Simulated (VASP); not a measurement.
# FeO (Wuestite) (Fm-3m) in VASP: notebook, part 2 of 2

VASP 6.6.1.

### 3 Single point, BLYP+D4, collinear spin, ferromagnetic start

This run uses another cell than the first one, of 9.41 Å³/atom, 0.940 times its volume.

Input file INCAR:

```
PREC = Accurate
ENCUT = 520
EDIFF = 1E-6
ISMEAR = -1
SIGMA = 0.05
LREAL = F
LASPH = T
NELM = 150
ALGO = Normal
ISIF = 2
LWAVE = F
LCHARG = F
ISPIN = 2
MAGMOM = 3 0
LORBIT = 11
LMAXMIX = 4
GGA = B5
ALDAX = 1.0
AGGAX = 1.0
AGGAC = 1.0
ALDAC = 0.0
IVDW = 13
VDW_S6 = 1.0
VDW_S8 = 2.34076671
VDW_A1 = 0.44488865
VDW_A2 = 4.0933009
NBANDS = 18
```

Input file KPOINTS:

```
Automatic mesh
0
Gamma
  11 11 11
```

Input file POSCAR:

```
FeO
1.0
    0.0000000000      2.1113998987      2.1113998987
    2.1113998987      0.0000000000      2.1113998987
    2.1113998987      2.1113998987      0.0000000000
Fe O
1 1
Direct
    0.0000000000      0.0000000000      0.0000000000
    0.5000000000      0.5000000000      0.5000000000
```

Potentials or basis: VASP PAW PBE potentials, release 64 (Fe, O).

Run with:

```bash
cat potpaw_PBE.64/Fe/POTCAR potpaw_PBE.64/O/POTCAR > POTCAR
mpirun -np 1 vasp_std > vasp.out
```

OUTCAR:

```text
PREC = Accurate
   ENCUT = 520
   EDIFF = 1E-6
   ISMEAR = -1
   LREAL = F
   LASPH = T
   NELM = 150
   ISIF = 2
   ISPIN = 2
   LORBIT = 11
   GGA = B5
   IVDW = 13

 ion  position               nearest neighbor table
   1  0.000  0.000  0.000-   2 2.11   2 2.11   2 2.11   2 2.11   2 2.11   2 2.11
   2  0.500  0.500  0.500-   1 2.11   1 2.11   1 2.11   1 2.11   1 2.11   1 2.11

  LATTYP: Found a face centered cubic cell.
 ALAT       =     4.2227997974

  Lattice vectors:

 A1 = (   0.0000000000,   2.1113998987,   2.1113998987)
 A2 = (   2.1113998987,   0.0000000000,   2.1113998987)
 A3 = (   2.1113998987,   2.1113998987,   0.0000000000)

Analysis of symmetry for initial positions (statically):
=====================================================================
 Subroutine PRICEL returns:
 Original cell was already a primitive cell.

 Routine SETGRP: Setting up the symmetry group for a
 face centered cubic supercell.

 Subroutine GETGRP returns: Found 48 space group operations
 (whereof 48 operations were pure point group operations)
 out of a pool of 48 trial point group operations.

The static configuration has the point symmetry O_h .

Analysis of symmetry for dynamics (positions and initial velocities):
=====================================================================
 Subroutine PRICEL returns:
 Original cell was already a primitive cell.

 Routine SETGRP: Setting up the symmetry group for a
 face centered cubic supercell.

 Subroutine GETGRP returns: Found 48 space group operations
 (whereof 48 operations were pure point group operations)
 out of a pool of 48 trial point group operations.

The dynamic configuration has the point symmetry O_h .

Analysis of structural, dynamic, and magnetic symmetry:
=====================================================================
 Subroutine PRICEL returns:
 Original cell was already a primitive cell.

 Routine SETGRP: Setting up the symmetry group for a
[... 148 lines left out ...]
  ext. energy  EPLUGINS =         0.00000000
  ---------------------------------------------------
  free energy    TOTEN  =       -13.77187713 eV

  energy without entropy =      -13.75915900  energy(sigma->0) =      -13.76551807

 E-fermi :   7.1779     XC(G=0): -11.9066

 val. band max:        7.1732457787   @ k =  -0.2727   0.3636   0.0909
 cond. band min:       7.1779073359   @ k =  -0.3636   0.2727   0.0909
 fundamental gap:      0.0046615572
 Fermi energy:         7.1778655831

 spin component 1

 k-point     1 :       0.0000    0.0000    0.0000
  band No.  band energies     occupation
      1     -13.8778      1.00000
      2       3.2147      1.00000
      3       3.2147      1.00000
      4       3.2147      1.00000
      5       3.4061      1.00000
      6       3.4061      1.00000
[... 493 lines left out ...]
     17      35.0505      0.00000
     18      36.8757      0.00000

 [... further k-points ...]

 spin component 2

 k-point     1 :       0.0000    0.0000    0.0000
  band No.  band energies     occupation
      1     -13.3234      1.00000
      2       3.8148      1.00000
      3       3.8148      1.00000
      4       3.8148      1.00000
      5       6.3549      1.00000
      6       6.3551      1.00000
[... 493 lines left out ...]
     17      35.7138      0.00000
     18      37.5805      0.00000

 [... further k-points ...]

------------------------ aborting loop because EDIFF is reached ----------------------------------------

  DFT-D4 for vdW energy calculation

  Edisp (eV):   -0.96134

  FORCE on cell =-STRESS in cart. coord.  units (eV):
  Direction    XX          YY          ZZ          XY          YZ          ZX
  --------------------------------------------------------------------------------------
  -------------------------------------------------------------------------------------
  Total       1.65209     1.65209     1.65209    -0.00000    -0.00000     0.00000
  in kB     140.60607   140.60607   140.60607    -0.00000    -0.00000     0.00000
  external pressure =      140.61 kB  Pullay stress =        0.00 kB

 VOLUME and BASIS-vectors are now :
 -----------------------------------------------------------------------------
  energy-cutoff  :      520.00
  volume of cell :       18.83
      direct lattice vectors                 reciprocal lattice vectors
     0.000000000  2.111399899  2.111399899    -0.236809711  0.236809711  0.236809711
     2.111399899  0.000000000  2.111399899     0.236809711 -0.236809711  0.236809711
     2.111399899  2.111399899  0.000000000     0.236809711  0.236809711 -0.236809711

 POSITION                                       TOTAL-FORCE (eV/Angst)
 -----------------------------------------------------------------------------------
      0.00000      0.00000      0.00000         0.000000     -0.000000     -0.000000
      2.11140      2.11140      2.11140         0.000000      0.000000      0.000000
 -----------------------------------------------------------------------------------
    total drift:                                0.000000     -0.000000     -0.000000

  FREE ENERGIE OF THE ION-ELECTRON SYSTEM (eV)
  ---------------------------------------------------
  free  energy   TOTEN  =       -14.7332187531 eV

  energy  without entropy=      -14.7205006237  energy(sigma->0) =      -14.72685969

 total charge

# of ion       s       p       d       tot
------------------------------------------
    1        0.301   0.393   6.169   6.864
    2        1.550   3.496   0.000   5.046
--------------------------------------------------
tot          1.851   3.889   6.169  11.910

 magnetization (x)

# of ion       s       p       d       tot
------------------------------------------
    1        0.023   0.019   3.533   3.575
    2        0.033   0.296   0.000   0.329
--------------------------------------------------
tot          0.056   0.315   3.533   3.904
```

Run time: 68 s. Hardware: 1 thread of Intel Xeon Platinum 8259CL at 2.50GHz (Skylake/Cascade Lake), shared host; peak memory 0.17 GiB.

What came out:

```yaml
Free_energy: -14.7332 eV
Pressure: 14.1 GPa
Band_gap_on_the_k_mesh: zero (filled and empty bands overlap)
Net_moment: 3.98 μB per cell
Site_moments: Fe +3.58; O +0.33 μB
Valence_electrons_inside_the_program's_atomic_spheres: Fe 6.86; O 5.05
Dispersion_energy_per_atom: -0.481 eV
```

Caveat: the PAW data sets were made with another functional, which shifts forces and pressure a little; a cell with one magnetic atom can't hold antiferromagnetic order, which such compounds often take; semilocal functionals often make such compounds metallic where correlation or magnetic order opens a gap, which also shifts bond lengths; pairwise dispersion overbinds metals, which lowers pressure and volume. With open d or f shells a metallic result of BLYP can be an artefact of self-interaction; +U or a hybrid may open a gap.

### 4 Single point, RPBE+D3(BJ), collinear spin, ferromagnetic start

This run uses another cell than the first one, of 9.46 Å³/atom, 0.945 times its volume.

Input file INCAR:

```
ALGO = Normal
EDIFF = 1E-6
ENCUT = 520
GGA = RP
ISIF = 2
ISMEAR = -1
ISPIN = 2
IVDW = 12
LASPH = T
LCHARG = T
LELF = T
LMAXMIX = 4
LORBIT = 11
LREAL = F
LVHAR = T
LWAVE = F
MAGMOM = 3 0
NBANDS = 18
NELM = 150
PREC = Accurate
SIGMA = 0.05
```

Input file KPOINTS:

```
k-points
0
Gamma
  11 11 11
```

Input file POSCAR:

```
FeO
1.0
    0.0000000000      2.1151843180      2.1151843180
    2.1151843180      0.0000000000      2.1151843180
    2.1151843180      2.1151843180      0.0000000000
Fe O
1 1
Direct
    0.0000000000      0.0000000000      0.0000000000
    0.5000000000      0.5000000000      0.5000000000
```

Run with:

```bash
cat potpaw_PBE.64/Fe/POTCAR potpaw_PBE.64/O/POTCAR > POTCAR
mpirun -np 1 vasp_std > vasp.out
```

Run time: 54 s. Hardware: 1 thread of Intel Xeon Platinum 8259CL at 2.50GHz (Skylake/Cascade Lake), shared host; peak memory 0.18 GiB.

Results (log left out):

| Quantity | Value |
| --- | --- |
| Free energy | -15.8914 eV |
| Pressure | 0.3 GPa |
| Band gap on the k mesh | zero (filled and empty bands overlap) |
| Net moment | 4.00 μB per cell |
| Site moments | Fe +3.62; O +0.31 μB |
| Valence electrons inside the program's atomic spheres | Fe 6.82; O 5.04 |
| Dispersion energy per atom | -0.923 eV |

Levels at points of the mesh, in eV from the Fermi level:
Spin up:
```csv
k point,band 5,band 6,band 7,band 8,band 9,band 10,band 11,band 12,band 13,band 14
"(0.00, 0.00, 0.00)",-4.01,-4.01,-4.01,-3.77,-3.77,0.42,15.70,17.53,17.53,17.53
```
Spin down:
```tsv
k point	band 1	band 2	band 3	band 4	band 5	band 6	band 7	band 8	band 9	band 10
(0.00, 0.00, 0.00)	-20.76	-3.45	-3.45	-3.45	-0.81	-0.81	-0.81	0.22	0.22	1.23
```

Caveat: the PAW data sets were made with another functional, which shifts forces and pressure a little; a cell with one magnetic atom can't hold antiferromagnetic order, which such compounds often take; semilocal functionals often make such compounds metallic where correlation or magnetic order opens a gap, which also shifts bond lengths; pairwise dispersion overbinds metals, which lowers pressure and volume.

### 5 Single point, BLYP+D4, collinear spin, ferromagnetic start

This run uses another cell than the first one, of 9.61 Å³/atom, 0.960 times its volume.

Input file INCAR:

```
PREC = Accurate
ENCUT = 520
EDIFF = 1E-6
ISMEAR = -1
SIGMA = 0.05
LREAL = F
LASPH = T
NELM = 150
ALGO = Normal
ISIF = 2
LWAVE = F
LCHARG = T
ISPIN = 2
MAGMOM = 3 0
LORBIT = 11
LMAXMIX = 4
GGA = B5
ALDAX = 1.0
AGGAX = 1.0
AGGAC = 1.0
ALDAC = 0.0
IVDW = 13
VDW_S6 = 1.0
VDW_S8 = 2.34076671
VDW_A1 = 0.44488865
VDW_A2 = 4.0933009
LELF = T
LVHAR = T
NBANDS = 18
```

Input file KPOINTS:

```
regular mesh
0
Gamma
  11 11 11
```

Input file POSCAR:

```
FeO
1.0
    0.0000000000      2.1262694020      2.1262694020
    2.1262694020      0.0000000000      2.1262694020
    2.1262694020      2.1262694020      0.0000000000
Fe O
1 1
Direct
    0.0000000000      0.0000000000      0.0000000000
    0.5000000000      0.5000000000      0.5000000000
```

Potentials or basis: VASP PAW PBE potentials, release 64 (Fe, O).

Run with:

```bash
cat potpaw_PBE.64/Fe/POTCAR potpaw_PBE.64/O/POTCAR > POTCAR
mpirun -np 1 vasp_std > vasp.out
```

OUTCAR:

```text
PREC = Accurate
   ENCUT = 520
   EDIFF = 1E-6
   ISMEAR = -1
   LREAL = F
   LASPH = T
   NELM = 150
   ISIF = 2
   ISPIN = 2
   LORBIT = 11
   GGA = B5
   IVDW = 13

 ion  position               nearest neighbor table
   1  0.000  0.000  0.000-   2 2.13   2 2.13   2 2.13   2 2.13   2 2.13   2 2.13
   2  0.500  0.500  0.500-   1 2.13   1 2.13   1 2.13   1 2.13   1 2.13   1 2.13

  LATTYP: Found a face centered cubic cell.
 ALAT       =     4.2525388040
[... 1228 lines left out ...]
  in kB      92.82459    92.82459    92.82459     0.00000     0.00000     0.00000
  external pressure =       92.82 kB  Pullay stress =        0.00 kB

 VOLUME and BASIS-vectors are now :
 -----------------------------------------------------------------------------
  energy-cutoff  :      520.00
  volume of cell :       19.23
      direct lattice vectors                 reciprocal lattice vectors
     0.000000000  2.126269402  2.126269402    -0.235153645  0.235153645  0.235153645
     2.126269402  0.000000000  2.126269402     0.235153645 -0.235153645  0.235153645
     2.126269402  2.126269402  0.000000000     0.235153645  0.235153645 -0.235153645

 POSITION                                       TOTAL-FORCE (eV/Angst)
 -----------------------------------------------------------------------------------
      0.00000      0.00000      0.00000        -0.000000      0.000000     -0.000000
      2.12627      2.12627      2.12627         0.000000     -0.000000      0.000000
 -----------------------------------------------------------------------------------
    total drift:                                0.000000     -0.000000     -0.000000

  FREE ENERGIE OF THE ION-ELECTRON SYSTEM (eV)
  ---------------------------------------------------
  free  energy   TOTEN  =       -14.7628909042 eV

  energy  without entropy=      -14.7507417602  energy(sigma->0) =      -14.75681633

 total charge

# of ion       s       p       d       tot
------------------------------------------
    1        0.295   0.378   6.152   6.825
    2        1.549   3.484   0.000   5.034
--------------------------------------------------
tot          1.844   3.863   6.152  11.859

 magnetization (x)

# of ion       s       p       d       tot
------------------------------------------
    1        0.023   0.018   3.546   3.587
    2        0.032   0.296   0.000   0.328
--------------------------------------------------
tot          0.055   0.314   3.546   3.915
```

Run time: 60 s. Hardware: 1 thread of Intel Xeon Platinum 8259CL at 2.50GHz (Skylake/Cascade Lake), shared host; peak memory 0.17 GiB.

Results:

| Property | Result |
| --- | --- |
| Free energy | -14.7629 eV |
| Pressure | 9.3 GPa |
| Band gap on the k mesh | zero (filled and empty bands overlap) |
| Net moment | 4.00 μB per cell |
| Site moments | Fe +3.59; O +0.33 μB |
| Valence electrons inside the program's atomic spheres | Fe 6.83; O 5.03 |
| Dispersion energy per atom | -0.472 eV |

Caveat: the PAW data sets were made with another functional, which shifts forces and pressure a little; a cell with one magnetic atom can't hold antiferromagnetic order, which such compounds often take; semilocal functionals often make such compounds metallic where correlation or magnetic order opens a gap, which also shifts bond lengths; pairwise dispersion overbinds metals, which lowers pressure and volume. With open d or f shells a metallic result of BLYP can be an artefact of self-interaction; +U or a hybrid may open a gap.

### 6 Single point, BLYP+D4, collinear spin, ferromagnetic start

This run uses another cell than the first one, of 9.81 Å³/atom, 0.980 times its volume.

Input file INCAR:

```
PREC = Accurate ; ENCUT = 520
EDIFF = 1E-6 ; ISMEAR = -1
SIGMA = 0.05 ; LREAL = False
LASPH = True ; NELM = 150
ALGO = Normal ; ISIF = 2
LWAVE = False ; LCHARG = True
ISPIN = 2 ; MAGMOM = 3 0
LORBIT = 11 ; LMAXMIX = 4
GGA = B5 ; ALDAX = 1.0
AGGAX = 1.0 ; AGGAC = 1.0
ALDAC = 0.0 ; IVDW = 13
VDW_S6 = 1.0 ; VDW_S8 = 2.34076671
VDW_A1 = 0.44488865 ; VDW_A2 = 4.0933009
LELF = True ; LVHAR = True
NBANDS = 18
```

Input file KPOINTS:

```
Automatic mesh
0
Gamma
  11 11 11
```

Input file POSCAR:

```
FeO
1.0
    0.0000000000      2.1409337923      2.1409337923
    2.1409337923      0.0000000000      2.1409337923
    2.1409337923      2.1409337923      0.0000000000
Fe O
1 1
Direct
    0.0000000000      0.0000000000      0.0000000000
    0.5000000000      0.5000000000      0.5000000000
```

Potentials or basis: VASP PAW PBE potentials, release 64 (Fe, O).

Run with:

```bash
cat potpaw_PBE.64/Fe/POTCAR potpaw_PBE.64/O/POTCAR > POTCAR
mpirun -np 1 vasp_std > vasp.out
```

It took 63 s on 1 thread of Intel Xeon Platinum 8259CL at 2.50GHz (Skylake/Cascade Lake), shared host; peak memory 0.17 GiB.

It converged, with:

```yaml
Free_energy: -15.1520 eV
Pressure: 124.1 GPa
Band_gap_on_the_k_mesh: zero (filled and empty bands overlap)
Net_moment: 4.00 μB per cell
Site_moments: Fe +3.59; O +0.33 μB
Valence_electrons_inside_the_program's_atomic_spheres: Fe 6.79; O 5.02
Dispersion_energy_per_atom: -0.649 eV
```

Levels at points of the mesh, in eV from the Fermi level:
Spin up:
```tsv
k point	band 5	band 6	band 7	band 8	band 9	band 10	band 11	band 12	band 13	band 14
(0.00, 0.00, 0.00)	-3.73	-3.73	-3.73	-3.50	-3.50	0.62	16.34	17.63	17.63	17.63
```
Spin down:
```tsv
k point	band 3	band 4	band 5	band 6	band 7	band 8
(0.00, 0.00, 0.00)	-3.22	-3.22	-0.76	-0.76	-0.76	0.17
```

Caveat: the PAW data sets were made with another functional, which shifts forces and pressure a little; a cell with one magnetic atom can't hold antiferromagnetic order, which such compounds often take; semilocal functionals often make such compounds metallic where correlation or magnetic order opens a gap, which also shifts bond lengths; pairwise dispersion overbinds metals, which lowers pressure and volume. With open d or f shells a metallic result of BLYP can be an artefact of self-interaction; +U or a hybrid may open a gap.

### 7 The runs side by side

```csv
level,fixed moment (μB),cell,k mesh,gap on the mesh (eV),pressure (GPa),moment (μB)
PBE,6.0,"a = 3.048 Å, angles 60.0°, 2 atoms",9 × 9 × 9,-,54.9,6.00
BLYP+D4,-,"a = 2.986 Å, angles 60.0°, 2 atoms",11 × 11 × 11,none,14.1,3.98
RPBE+D3(BJ),-,"a = 2.991 Å, angles 60.0°, 2 atoms",11 × 11 × 11,none,0.3,4.00
BLYP+D4,-,"a = 3.007 Å, angles 60.0°, 2 atoms",11 × 11 × 11,none,9.3,4.00
BLYP+D4,-,"a = 3.028 Å, angles 60.0°, 2 atoms",11 × 11 × 11,none,124.1,4.00
```

Alike in all rows: task single point; potentials or basis VASP PAW PBE potentials, release 64 (Fe, O); spin collinear, ferromagnetic start; cutoff (eV) 520; smearing fermi-dirac 0.05 eV.

Caveats: a cell with one magnetic atom can't hold antiferromagnetic order, which such compounds often take; the PAW data sets were made with another functional, which shifts forces and pressure a little (some runs); semilocal functionals often make such compounds metallic where correlation or magnetic order opens a gap, which also shifts bond lengths (some runs); pairwise dispersion overbinds metals, which lowers pressure and volume (some runs); the total moment is fixed, so each spin has its own Fermi level (some runs).

Total energies depend on the potentials used, so only differences within one code and one set of settings carry meaning.

### 8 Comparison with measurements

Step 4. A measured gap of FeO is 2.4 eV (optical; quoted in “W\"ustite: Electric, thermodynamic and optical properties of FeO”, 2012, arxiv:1203.1201); the calculated 0.00 eV misses it by -2.40 eV. So large a miss can be the level of theory's own, or it may mean another phase, state or a wrong row. The value is that of RPBE+D3(BJ) on a finite k mesh, which can miss the band edges, without temperature or zero-point motion. Semilocal functionals fall short of measured gaps as a rule. The run's magnetic order (collinear spin, ferromagnetic start) needn't be the measured crystal's.
